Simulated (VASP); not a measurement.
Mg3MnP3, 7 atoms in the cell. Symmetry: P6/mmm, No. 191, hexagonal system. The conventional cell has a = 5.504 Å, b = 5.504 Å, c = 4.670 Å, α = 90.00°, β = 90.00°, γ = 120.00°. Within 3.6 Å of Mg (site symmetry mmm) lie 4 Mg at 2.75 Å and 6 P at 2.75 to 2.82 Å. Within 3.1 Å of Mn (site symmetry 6/mmm) lie 2 P at 2.34 Å. P (site symmetry -6m2) has 6 Mg at 2.82 Å and 3 Mn at 3.18 Å and 3 P at 3.18 Å within 3.7 Å. Within 3.1 Å of P (site symmetry 6/mmm) lie 2 Mn at 2.34 Å and 6 Mg at 2.75 Å. 

```yaml
Program: VASP 6.6.1
Task: single point
Functional: PBE
Potentials_or_basis: VASP PAW PBE potentials, release 64 (Mg, Mn_pv, P)
Cutoff: 520 eV
k_mesh: 4 × 4 × 2
Occupations: gaussian, width 0.2 eV
Spin: collinear spin, ferromagnetic start
Starting_moments: "[0.0, 0.0, 0.0, 4.0, 0.0, 0.0, 0.0] μB"
Dipole_correction: no
Further_INCAR_settings: ALGO = Normal; EDIFF = 1e-06; NBANDS = 30
```

Potentials or basis: VASP PAW PBE potentials, release 64 (Mg, Mn_pv, P).

Command:

```sh
$ cat potpaw_PBE.64/Mg/POTCAR potpaw_PBE.64/Mn_pv/POTCAR potpaw_PBE.64/P/POTCAR > POTCAR
$ mpirun -np 1 vasp_std > vasp.out
```

Hardware: 1 thread of Intel(R) Xeon(R) 6975P-C (Granite Rapids), on a shared host.

Q: How long does it take, and how much memory?

A: Wall time 45 s on 1 thread of Intel(R) Xeon(R) 6975P-C (Granite Rapids), on a shared host, peak memory 0.3 GiB. Counts: scf iterations 17, k points 8.
